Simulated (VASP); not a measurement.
Input of a VASP 6.6.1 run:

File INCAR:

```
SYSTEM = Ta3N
ALGO = Normal
DIPOL = 0.5 0.5 0.358
EDIFF = 1E-7
EDIFFG = -0.025
ENCUT = 520
GGA = PE
IBRION = 2
IDIPOL = 3
ISIF = 2
ISMEAR = 0
LASPH = .True.
LCHARG = .False.
LDIPOL = .True.
LREAL = .False.
LWAVE = .False.
NELM = 80
NSW = 36
PREC = Accurate
SIGMA = 0.1
```

The input KPOINTS:

```
k-points
0
Gamma
  10 10 1
  0 0 0
```

Contents of POSCAR:

```
Ta3N
1.0
    2.8743098524      0.0000000000      0.0000000000
   -0.9581032841      2.7099253172      0.0000000000
    0.0000000000      0.0000000000     20.0266897040
Ta N
3 1
Selective dynamics
Direct
    0.5000000000      0.5000000000      0.1997334587  F F F
    0.0000000000      0.0000000000      0.3127671377  F F F
    0.5000000000      0.5000000000      0.4257663064  F F F
    0.8333333333      1.1666666667      0.4926770150  F F T
```

Potentials or basis: VASP PAW PBE potentials, release 64 (Ta_pv, N).

Run with:

```bash
$ cat potpaw_PBE.64/Ta_pv/POTCAR potpaw_PBE.64/N/POTCAR > POTCAR
$ mpirun -np 1 vasp_std > vasp.out
```

(1) Estimate the energy gained by relaxing.

(2) Predict the band gap on the k mesh.

## Answers

(1) 251.0 meV/atom.

(2) zero (bands 19 and 20 overlap by 1.70 eV).

Caveat: spin-orbit coupling is left out, which moves the levels of the heavy elements.
